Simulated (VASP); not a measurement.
# Pb (P6_3/mmc) in VASP: a series of runs

Pb is run at these levels: PBE+D3(BJ); tasks: relaxation of shape and atoms at fixed volume, single point, relaxation of cell and atoms.

Program: VASP 6.6.1. These are calculated values, not measurements. Logs are shortened: lines on timing, memory, paths and dates and some standing lists are left out, and cuts for length are marked.

### 1 The cell of the first run

Symmetry: P6_3/mmc, No. 194, hexagonal system. Conventional cell: a = 3.602 Å, b = 3.602 Å, c = 5.938 Å, α = 90.00°, β = 90.00°, γ = 120.00°. Pb (site symmetry -6m2) has 12 Pb at 3.60 to 3.63 Å within 4.7 Å.

### 2 Relaxation of shape and atoms at fixed volume, PBE+D3(BJ) (volume scaled by 1.10)

The input, INCAR:

```
SYSTEM = Pb
PREC = Accurate ; ENCUT = 600
EDIFF = 1E-6 ; ISMEAR = 0
SIGMA = 0.1 ; LREAL = .False.
LASPH = .True. ; NELM = 100
ALGO = Normal ; ISIF = 4
LWAVE = .False. ; LCHARG = .False.
GGA = PE ; IVDW = 12
IBRION = 2 ; NSW = 50
EDIFFG = -0.01
```

The input, KPOINTS:

```
Automatic mesh
0
Gamma
  15 15 8
  0 0 0
```

The input, POSCAR:

```
Pb
1.0
    3.6021007394      0.0000000000      0.0000000000
   -1.8010503697      3.1195107473      0.0000000000
    0.0000000000      0.0000000000      5.9384028179
Pb
2
Direct
    0.3333333333      0.6666666667      0.2500000000
    0.6666666667      0.3333333333      0.7500000000
```

Potentials or basis: VASP PAW PBE potentials, release 64 (Pb_d).

The run is started by

```sh
> cat potpaw_PBE.64/Pb_d/POTCAR > POTCAR
> mpirun -np 1 vasp_std > vasp.out
```

OUTCAR:

```text
SYSTEM = Pb
   PREC = Accurate
   ENCUT = 600
   EDIFF = 1E-6
   ISMEAR = 0
   LREAL = .False.
   LASPH = .True.
   NELM = 100
   ISIF = 4
   GGA = PE
   IVDW = 12
   IBRION = 2
   NSW = 50
   EDIFFG = -0.01
 IVDW          = 12

 ion  position               nearest neighbor table
   1  0.333  0.667  0.250-   2 3.63   2 3.63   2 3.63   2 3.63   2 3.63   2 3.63
   2  0.667  0.333  0.750-   1 3.63   1 3.63   1 3.63   1 3.63   1 3.63   1 3.63

  LATTYP: Found a hexagonal cell.
 ALAT       =     3.6021007394
 C/A-ratio  =     1.6485943197

  Lattice vectors:

 A1 = (   3.6021007394,   0.0000000000,   0.0000000000)
 A2 = (  -1.8010503697,   3.1195107473,   0.0000000000)
 A3 = (   0.0000000000,   0.0000000000,   5.9384028179)

Analysis of symmetry for initial positions (statically):
=====================================================================
 Subroutine PRICEL returns:
 Original cell was already a primitive cell.

 Routine SETGRP: Setting up the symmetry group for a
 hexagonal supercell.

 Subroutine GETGRP returns: Found 24 space group operations
 (whereof 12 operations were pure point group operations)
 out of a pool of 24 trial point group operations.

The static configuration has the point symmetry D_3d.
 The point group associated with its full space group is D_6h.

Analysis of symmetry for dynamics (positions and initial velocities):
=====================================================================
 Subroutine PRICEL returns:
 Original cell was already a primitive cell.

 Routine SETGRP: Setting up the symmetry group for a
 hexagonal supercell.

 Subroutine GETGRP returns: Found 24 space group operations
 (whereof 12 operations were pure point group operations)
 out of a pool of 24 trial point group operations.

The dynamic configuration has the point symmetry D_3d.
 The point group associated with its full space group is D_6h.

 Subroutine INISYM returns: Found 24 space group operations
 (whereof 12 operations are pure point group operations),
 and found     1 'primitive' translations

----------------------------------------------------------------------------------------

                                     Primitive cell

  volume of cell :      66.7286

  direct lattice vectors                    reciprocal lattice vectors
[... 86 lines left out ...]
   NELM   =    100;   NELMIN=  2; NELMDL= -5     # of ELM steps
   EDIFF  = 0.1E-05   stopping-criterion for ELM
   LREAL  =      F    real-space projection
   EDIFFG = -.1E-01   stopping-criterion for IOM
   NSW    =     50    number of steps for IOM
   IBRION =      2    ionic relax: 0-MD 1-quasi-New 2-CG
   NFREE  =      1    steps in history (QN), initial steepest desc. (CG)
   ISIF   =      4    stress and relaxation
   ISYM   =      2    0-nonsym 1-usesym 2-fastsym
   POTIM  = 0.5000    time-step for ionic-motion
   TEBEG  =    0.0;   TEEND  =   0.0 temperature during run
   PSTRESS=    0.0 pullay stress
   NELECT =      28.0000    total number of electrons
   NUPDOWN=      -1.0000    fix difference up-down
   EMIN   =  10.00;   EMAX   =-10.00  energy-range for DOS
   EFERMI =   0.00;   METHOD = LEGACY
   ISMEAR =     0;   SIGMA  =   0.10  broadening in eV -4-tet -1-fermi 0-gaus
   EFERMI_NEDOS =   21; number of points for ismear=-14 and -15
   IALGO  =     38    algorithm
   IMIX   =      4    mixing-type and parameters
     AMIX     =   0.40;   BMIX     =  1.00
     AMIX_MAG =   1.60;   BMIX_MAG =  1.00
  volume/ion in A,a.u.               =      33.36       225.15
  Fermi-wavevector in a.u.,A,eV,Ry     =   1.225623  2.316091 20.438010  1.502151
  Thomas-Fermi vector in A             =   2.360654
   LORBIT       =      0    0 simple, 1 ext, 2 COOP (PROOUT), +10 PAW based schemes
   GGA     = PE    functional components
   LHFCALC =     F    Hartree Fock is set to
   AEXX    =    0.0000 exact exchange contribution
   IVDW    =    12    specifies the selected vdW correction
   LEPSILON=     F    determine dielectric tensor
   LRPA    =     F    only Hartree local field effects (RPA)
 conjugate gradient relaxation of ions
 non-spin polarized calculation
 Gauss-broadening in eV      SIGMA  =   0.10
  energy-cutoff  :      600.00
  volume of cell :       66.73
 maximum number of plane-waves:      2247
 NGX is ok and might be reduce to    30
   NGX = 15   NGY = 15   NGZ = 23

 number of electron      28.0000002 magnetization

 Free energy of the ion-electron system (eV)
  ---------------------------------------------------
  ext. energy  EPLUGINS =         0.00000000
  ---------------------------------------------------
  free energy    TOTEN  =        -7.09388016 eV

  energy without entropy =       -7.08976260  energy(sigma->0) =       -7.09182138

 E-fermi :   6.2191     XC(G=0):  -9.7369

 val. band max:        6.2095273171   @ k =   0.4000   0.1333   0.1250
 cond. band min:       6.2377120533   @ k =   0.3333   0.0000   0.2500
 fundamental gap:      0.0281847362
 Fermi energy:         6.2191257756

 k-point     1 :       0.0000    0.0000    0.0000
  band No.  band energies     occupation
      1     -10.7807      2.00000
      2     -10.7731      2.00000
      3     -10.7517      2.00000
      4     -10.7517      2.00000
      5     -10.7374      2.00000
      6     -10.7374      2.00000
[... 481 lines left out ...]
      5     -10.6850      2.00000
      6     -10.6647      2.00000
[... 10 lines left out ...]
     17       7.9395      0.00000
     18       8.4522      0.00000

 [... further k-points ...]

------------------------ aborting loop because EDIFF is reached ----------------------------------------

 Edisp (eV)   -0.74396

 E8    (eV) :    -0.3773

  FORCE on cell =-STRESS in cart. coord.  units (eV):
  Direction    XX          YY          ZZ          XY          YZ          ZX
  --------------------------------------------------------------------------------------
  -------------------------------------------------------------------------------------
  Total      -1.41942    -1.41942    -1.40932    -0.00000     0.00000    -0.00000
  in kB     -34.08081   -34.08081   -33.83816    -0.00000     0.00000    -0.00000
  external pressure =      -34.00 kB  Pullay stress =        0.00 kB

 VOLUME and BASIS-vectors are now :
 -----------------------------------------------------------------------------
  energy-cutoff  :      600.00
  volume of cell :       66.73
      direct lattice vectors                 reciprocal lattice vectors
     3.602100739  0.000000000  0.000000000     0.277615778  0.160281544  0.000000000
    -1.801050370  3.119510747  0.000000000     0.000000000  0.320563089  0.000000000
     0.000000000  0.000000000  5.938402818     0.000000000  0.000000000  0.168395448

 POSITION                                       TOTAL-FORCE (eV/Angst)
 -----------------------------------------------------------------------------------
     -0.00000      2.07967      1.48460         0.000000      0.000000      0.000000
      1.80105      1.03984      4.45380        -0.000000      0.000000      0.000000
 -----------------------------------------------------------------------------------
    total drift:                               -0.000000      0.000000      0.000000

  FREE ENERGIE OF THE ION-ELECTRON SYSTEM (eV)
  ---------------------------------------------------
  free  energy   TOTEN  =        -7.8378448049 eV

  energy  without entropy=       -7.8337272402  energy(sigma->0) =       -7.83578602

 reached required accuracy - stopping structural energy minimisation
```

Wall time 1.8 min (1 thread of Intel Xeon Platinum 8259CL at 2.50GHz (Skylake/Cascade Lake), shared host); peak memory 0.32 GiB.

Results:

| Quantity | Value |
| --- | --- |
| Free energy | -7.8378 eV |
| Pressure after relaxing | -3.4 GPa |
| Band gap on the k mesh | zero (band 14 reaches 11.45 eV, above the bottom of band 15 at 4.49 eV) |
| Dispersion energy per atom | -0.372 eV |

Final structure:
```
Pb
1.0
     3.60210    0.00000    0.00000
    -1.80105    3.11951    0.00000
     0.00000    0.00000    5.93840
Pb
2
Cartesian
  0.0000 2.0797 1.4846
  1.8011 1.0398 4.4538
```

Caveat: the cell differs from its parent crystal (volume scaled by 1.10); the relaxation stopped at its first step, so nothing moved; spin-orbit coupling is left out, which moves the levels of the heavy elements; pairwise dispersion overbinds metals, which lowers pressure and volume.

### 3 Single point, PBE+D3(BJ)

This run uses another cell than the first one, of 30.37 Å³/atom, 0.910 times its volume.

The input, INCAR:

```
SYSTEM = Pb
ALGO = Normal
EDIFF = 1E-6
ENCUT = 520
GGA = PE
ISIF = 2
ISMEAR = -1
IVDW = 12
LASPH = .TRUE.
LCHARG = .FALSE.
LREAL = .FALSE.
LWAVE = .FALSE.
NBANDS = 21
NELM = 100
PREC = Accurate
SIGMA = 0.15
```

The input, KPOINTS:

```
k-points
0
G
  15 15 8
  0 0 0
```

The input, POSCAR:

```
Pb
1.0
    3.4872456379      0.0000000000      0.0000000000
   -1.7436228190      3.0200433117      0.0000000000
    0.0000000000      0.0000000000      5.7666315210
Pb
2
Direct
    0.3333333333      0.6666666667      0.2500000000
    0.6666666667      0.3333333333      0.7500000000
```

Potentials or basis: VASP PAW PBE potentials, release 64 (Pb_d).

The run is started by

```sh
> cat potpaw_PBE.64/Pb_d/POTCAR > POTCAR
> mpirun -np 1 vasp_std > vasp.out
```

Run time: 53 s. Hardware: 1 thread of Intel Xeon Platinum 8559C (Emerald Rapids), shared host; peak memory 0.28 GiB.

The run converged. Its results:

```yaml
Free_energy: -7.9420 eV
Pressure: 0.0 GPa
Band_gap_on_the_k_mesh: zero (band 14 reaches 13.02 eV, above the bottom of band 15 at 5.25 eV)
Dispersion_energy_per_atom: -0.409 eV
```

Levels at points of the mesh, in eV from the Fermi level:
| k point | band 11 | band 12 | band 13 | band 14 | band 15 | band 16 | band 17 | band 18 |
| --- | --- | --- | --- | --- | --- | --- | --- | --- |
| (0.00, 0.00, 0.00) | -11.72 | -8.21 | -4.19 | 5.73 | 5.73 | 7.33 | 7.46 | 7.46 |
| (0.00, 0.00, 0.50) | -10.55 | -10.55 | 0.63 | 0.63 | 6.55 | 6.55 | 6.55 | 6.55 |

Caveat: spin-orbit coupling is left out, which moves the levels of the heavy elements; pairwise dispersion overbinds metals, which lowers pressure and volume.

### 4 Relaxation of cell and atoms, PBE+D3(BJ)

This run uses another cell than the first one, of 30.33 Å³/atom, 0.909 times its volume.

The input, INCAR:

```
SYSTEM = Pb
PREC = Accurate
ENCUT = 600
EDIFF = 1E-7
ISMEAR = -1
SIGMA = 0.15
LREAL = .FALSE.
LASPH = .TRUE.
NELM = 100
ALGO = Normal
ISIF = 3
LWAVE = .FALSE.
LCHARG = .FALSE.
GGA = PE
IVDW = 12
IBRION = 2
NSW = 80
EDIFFG = -0.001
```

The input, KPOINTS:

```
regular mesh
0
G
  15 15 8
  0 0 0
```

The input, POSCAR:

```
Pb
1.0
    3.4894605504      0.0000000000      0.0000000000
   -1.7447302752      3.0219614822      0.0000000000
    0.0000000000      0.0000000000      5.7527048411
Pb
2
Direct
    0.3333333333      0.6666666667      0.2500000000
    0.6666666667      0.3333333333      0.7500000000
```

The run is started by

```sh
> cat potpaw_PBE.64/Pb_d/POTCAR > POTCAR
> mpirun -np 1 vasp_std > vasp.out
```

It took 3.4 min on 1 thread of Intel Xeon Platinum 8559C (Emerald Rapids), shared host; peak memory 0.31 GiB.

It converged, with:

```yaml
Free_energy: -7.9421 eV
Relaxed_volume: 30.37 Å³/atom
Relaxed_cell: a = 3.487 Å, b = 3.487 Å, c = 5.767 Å, α = 90.00°, β = 90.00°, γ = 120.00°
Space_group_after_relaxing_to_0.05_Å: P6_3/mmc (No. 194)
Energy_gained_by_relaxing: 0.1 meV/atom
Ionic_steps: 7
Pressure_after_relaxing: 0.0 GPa
Band_gap_on_the_k_mesh: zero (band 14 reaches 13.02 eV, above the bottom of band 15 at 5.24 eV)
Dispersion_energy_per_atom: -0.409 eV
```

Step by step:
| step | energy change (eV) | largest force (eV/Å) | pressure (GPa) | volume (Å³) |
| --- | --- | --- | --- | --- |
| 1 | 0.0000 | 0.0000 | 0.06 | 60.66 |
| 2 | -0.0001 | 0.0000 | -0.02 | 60.76 |
| 3 | -0.0001 | 0.0000 | -0.02 | 60.77 |
| 4 | -0.0001 | 0.0000 | -0.03 | 60.78 |
| 5 | -0.0001 | 0.0000 | -0.04 | 60.79 |
| 6 | -0.0001 | 0.0000 | -0.01 | 60.74 |
| 7 | -0.0001 | 0.0000 | 0.00 | 60.74 |

Final structure:
```
Pb
1.0
     3.48747    0.00000    0.00000
    -1.74374    3.02024    0.00000
     0.00000    0.00000    5.76664
Pb
2
Direct
  0.33333 0.66667 0.25000
  0.66667 0.33333 0.75000
```

Levels at points of the mesh, in eV from the Fermi level:
| k point | band 12 | band 13 | band 14 | band 15 | band 16 | band 17 |
| --- | --- | --- | --- | --- | --- | --- |
| (0.00, 0.00, 0.00) | -8.21 | -4.19 | 5.73 | 5.73 | 7.33 | 7.46 |
| (0.00, 0.00, 0.50) | -10.55 | 0.63 | 0.63 | 6.55 | 6.55 | 6.55 |

Caveat: spin-orbit coupling is left out, which moves the levels of the heavy elements; pairwise dispersion overbinds metals, which lowers pressure and volume.

### 5 Overview

```tsv
task	cell	cutoff (eV)	smearing	gap on the mesh (eV)	pressure (GPa)
relaxation of shape and atoms at fixed volume	relaxed from a = 3.602, b = 3.602, c = 5.938 Å, angles 90.0, 90.0, 120.0°, 2 atoms	600	gaussian 0.1 eV	none	-3.4
single point	a = 3.487, b = 3.487, c = 5.767 Å, angles 90.0, 90.0, 120.0°, 2 atoms	520	fermi-dirac 0.15 eV	none	0.0
relaxation of cell and atoms	relaxed from a = 3.489, b = 3.489, c = 5.753 Å, angles 90.0, 90.0, 120.0°, 2 atoms	600	fermi-dirac 0.15 eV	none	0.0
```

Alike in all rows: level PBE+D3(BJ); potentials or basis VASP PAW PBE potentials, release 64 (Pb_d); no spin polarisation; k mesh 15 × 15 × 8.

Caveats: spin-orbit coupling is left out, which moves the levels of the heavy elements; pairwise dispersion overbinds metals, which lowers pressure and volume; the relaxation stopped at its first step, so nothing moved (some runs).

Absolute energies hang on the potentials; compare differences alone.
